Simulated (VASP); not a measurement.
Input of a VASP 6.6.1 run:

Contents of INCAR:

```
PREC = Accurate
ENCUT = 520
EDIFF = 1E-7
ISMEAR = -1
SIGMA = 0.05
LREAL = F
LASPH = T
NELM = 150
ALGO = Normal
ISIF = 2
LWAVE = F
LCHARG = F
ISPIN = 2
MAGMOM = 1 1 0 0 0 0
LORBIT = 11
LMAXMIX = 4
GGA = PE
NBANDS = 36
```

Contents of KPOINTS:

```
regular mesh
0
Gamma
  5 5 5
```

Contents of POSCAR:

```
VN2
1.0
   -2.1507500000      2.1507500000      2.4913500000
    2.1507500000     -2.1507500000      2.4913500000
    2.1507500000      2.1507500000     -2.4913500000
V N
2 4
Direct
    0.2500000000      0.2500000000      0.0000000000
    0.7500000000      0.7500000000      0.0000000000
    0.1151000000      0.6151000000      0.7302000000
    0.6151000000      0.8849000000      0.5000000000
    0.8849000000      0.3849000000      0.2698000000
    0.3849000000      0.1151000000      0.5000000000
```

Potentials or basis: VASP PAW PBE potentials, release 64 (V_sv, N).

Command:

```console
$ cat potpaw_PBE.64/V_sv/POTCAR potpaw_PBE.64/N/POTCAR > POTCAR
$ mpirun -np 1 vasp_std > vasp.out
```

(1) Estimate the band gap on the k mesh.

(2) What does it give for the net moment?

(3) Predict the pressure.

## Answers

(1) zero (filled and empty bands overlap).

(2) 0.00 μB per cell.

(3) -0.3 GPa.

Caveat: the k points lie up to 0.41 Å⁻¹ apart.
